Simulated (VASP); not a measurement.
Input of a VASP 6.6.1 run:

INCAR

```
SYSTEM = Cu
PREC = Accurate
ENCUT = 520
EDIFF = 1E-6
ISMEAR = 0
SIGMA = 0.1
LREAL = .FALSE.
LASPH = .TRUE.
NELM = 60
ALGO = Normal
ISIF = 2
LWAVE = .FALSE.
LCHARG = .FALSE.
GGA = PE
NBANDS = 12
```

Contents of KPOINTS:

```
Automatic mesh
0
G
  20 20 20
  0 0 0
```

File POSCAR:

```
Cu
1.0
    0.0000000000      1.7088505258      1.7088505258
    1.7088505258      0.0000000000      1.7088505258
    1.7088505258      1.7088505258      0.0000000000
Cu
1
Direct
    0.0000000000      0.0000000000      0.0000000000
```

Potentials or basis: VASP PAW PBE potentials, release 64 (Cu).

Launch:

```console
$ cat potpaw_PBE.64/Cu/POTCAR > POTCAR
$ mpirun -np 1 vasp_std > vasp.out
```

(1) What does it give for the pressure?

Results:

(1) 40.5 GPa.
